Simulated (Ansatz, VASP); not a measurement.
## V: VASP beside Ansatz

```xyz
1
Lattice="-1.4957 1.4957 1.4957 1.4957 -1.4957 1.4957 1.4957 1.4957 -1.4957" Properties=species:S:1:pos:R:3 pbc="T T T"
V     0.0000    0.0000    0.0000
```

Alike in both runs: task single point; functional PBE; k mesh 20 × 20 × 20; occupations gaussian, width 0.05 eV; no spin polarisation.

|  | VASP | Ansatz |
| --- | --- | --- |
| version | VASP 6.6.1 | Ansatz 0.2.0 |
| potentials or method | VASP PAW PBE potentials, release 64 (V_sv), cutoff 520 eV | scalar-relativistic, plane waves, PAW |
| valence electrons in the cell | 13 | 13 |

```tsv
	VASP	Ansatz	Ansatz less VASP
gap on the k mesh at the Fermi level (eV)	none	none	-
pressure (GPa)	1.2	1.0	-0.23
```

A gap of «none» marks a metal or a gap that the smearing closes.
